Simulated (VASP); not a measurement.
A run of VASP 6.6.1:

The input INCAR:

```
SYSTEM = MoS2
  PREC = Accurate
  ENCUT = 520
  EDIFF = 1E-7
  ISMEAR = 1
  SIGMA = 0.142
  LREAL = .False.
  LASPH = .True.
  NELM = 100
  ALGO = Normal
  ISIF = 2
  LWAVE = .False.
  LCHARG = .False.
  GGA = PS
  NBANDS = 35
```

Contents of KPOINTS:

```
Automatic mesh
0
Gamma
  12 12 4
  0 0 0
```

The input POSCAR:

```
MoS2
1.0
    3.1233623599      0.0000000000      0.0000000000
   -1.5616811800      2.7049111489      0.0000000000
    0.0000000000      0.0000000000     13.9389415399
Mo S
2 4
Direct
    0.3333333333      0.6666666667      0.2500000000
    0.6666666667      0.3333333333      0.7500000000
    0.3333333333      0.6666666667      0.6259932117
    0.6666666667      0.3333333333      0.1259932117
    0.3333333333      0.6666666667      0.8740067883
    0.6666666667      0.3333333333      0.3740067883
```

Potentials or basis: VASP PAW PBE potentials, release 64 (Mo_sv, S).

Command:

```bash
$ cat potpaw_PBE.64/Mo_sv/POTCAR potpaw_PBE.64/S/POTCAR > POTCAR
$ mpirun -np 1 vasp_std > vasp.out
```

Hardware: 1 thread of Intel Xeon 8259CL, on a shared host.

How long does it take, and how much memory?

Wall time 6 min on 1 thread of Intel Xeon 8259CL, with other jobs on the host, peak memory 0.35 GiB. Counts: scf iterations 16, k points 57.
